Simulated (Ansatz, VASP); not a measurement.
**Two plane-wave programs on GaP**

```
Ga P
1.0
     0.00000    2.75330    2.75330
     2.75330    0.00000    2.75330
     2.75330    2.75330    0.00000
Ga P
1 1
Direct
  0.00000 0.00000 0.00000
  0.25000 0.25000 0.25000
```

Alike in both runs: functional PBE; k mesh 10 × 10 × 10; occupations gaussian, width 0.02 eV; no spin polarisation.

Ansatz relaxed the structure, and its values are those at the end. VASP's run is a single point on that final structure, the one shown.

|  | VASP | Ansatz |
| --- | --- | --- |
| version | VASP 6.6.1 | Ansatz 0.2.0 |
| potentials or method | VASP PAW PBE potentials, release 64 (Ga_d, P), cutoff 500 eV | scalar-relativistic, plane waves, PAW |
| valence electrons in the cell | 18 | 18 |

```csv
,VASP,Ansatz,Ansatz less VASP
gap on the k mesh at the Fermi level (eV),1.57,1.58,+0.004
least direct gap on the mesh (eV),1.57,1.58,+0.004
pressure (GPa),-0.1,0.0,+0.10
```
